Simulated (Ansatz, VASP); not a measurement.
Cs in VASP and in Ansatz

```xyz
1
Lattice="0.0000 3.6364 3.6364 3.6364 0.0000 3.6364 3.6364 3.6364 0.0000" Properties=species:S:1:pos:R:3 pbc="T T T"
Cs    0.0000    0.0000    0.0000
```

Alike in both runs: functional LDA; k mesh 7 × 7 × 7; occupations fermi-dirac, width 0.1 eV; no spin polarisation.

Ansatz relaxed the structure, and its values are those at the end. VASP's run is a single point on that final structure, the one shown.

|  | VASP | Ansatz |
| --- | --- | --- |
| version | VASP 6.6.1 | Ansatz 0.2.0 |
| potentials or method | VASP PAW LDA potentials, release 64 (Cs_sv), cutoff 520 eV | plane waves (420 eV) with PAW, scalar-relativistic |
| valence electrons in the cell | 9 | 9 |

|  | VASP | Ansatz | Ansatz less VASP |
| --- | --- | --- | --- |
| pressure (GPa) | 0.0 | 0.0 | +0.01 |

Ansatz warns that its potentials were made for another functional, while VASP's fit it. LDA's correlation is that of Perdew and Zunger in VASP and of Perdew and Wang (1992) in Ansatz.

Neither program's run includes spin-orbit coupling.
